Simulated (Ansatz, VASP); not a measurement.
# Two plane-wave programs on TiC

File POSCAR:

```
TiC
1.0
    0.0000000000      2.1315400000      2.1315400000
    2.1315400000      0.0000000000      2.1315400000
    2.1315400000      2.1315400000      0.0000000000
Ti C
1 1
Direct
    0.0000000000      0.0000000000      0.0000000000
    0.5000000000      0.5000000000      0.5000000000
```

Contents of INCAR.step1:

```
ALGO = Normal
EDIFF = 1E-5
ENCUT = 1430
GGA = PE
GGA_COMPAT = False
ISMEAR = 0
LASPH = True
LCHARG = False
LREAL = False
LWAVE = True
NBANDS = 15
NELM = 120
PREC = Accurate
SIGMA = 0.15
```

Contents of INCAR.step2:

```
ALGO = Normal
EDIFF = 1E-6
ENCUT = 1430
GGA_COMPAT = False
ISIF = 2
ISMEAR = 0
ISTART = 1
LASPH = True
LCHARG = False
LMIXTAU = True
LREAL = False
LWAVE = False
METAGGA = R2SCAN
NBANDS = 15
NELM = 120
PREC = Accurate
SIGMA = 0.15
```

KPOINTS

```
k-points
0
Gamma
  18 18 18
```

Input for Ansatz:

```yaml
crystal:
  lattice:
    - [0.0, 2.13154, 2.13154]
    - [2.13154, 0.0, 2.13154]
    - [2.13154, 2.13154, 0.0]
  atoms:
    - { symbol: Ti, position: [0.0, 0.0, 0.0] }
    - { symbol: C, position: [0.5, 0.5, 0.5] }
basis:
  ecutwfc: 500
kpoints:
  mp_grid: { grid: [18, 18, 18] }
hamiltonian:
  xc: r2scan
scf:
  occupations: { method: gaussian, width: 0.15 }
output:
  forces: true
  stress: true
  eigenvalues: true
```

Change from the starting cell: strain -0.015 along x and y, -0.015 along z, atoms carried along.

Alike in both runs: task single point; functional r2SCAN; k mesh 18 × 18 × 18; occupations gaussian, width 0.15 eV; no spin polarisation.

```csv
,VASP,Ansatz
version,VASP 6.6.1,Ansatz 0.2.0
potentials or method,"VASP PAW PBE potentials, release 64 (Ti_sv, C_h), cutoff 1430 eV","scalar-relativistic, plane waves, PAW"
valence electrons in the cell,16,16
```

```csv
,VASP,Ansatz,Ansatz less VASP
gap on the k mesh at the Fermi level (eV),none,none,-
pressure (GPa),14.0,13.0,-1.03
```

VASP's potentials were made for PBE, not for r2SCAN. A gap of «none» marks a metal or a gap that the smearing closes. With one functional, cell and mesh, what is left measures potentials, basis and numerics.
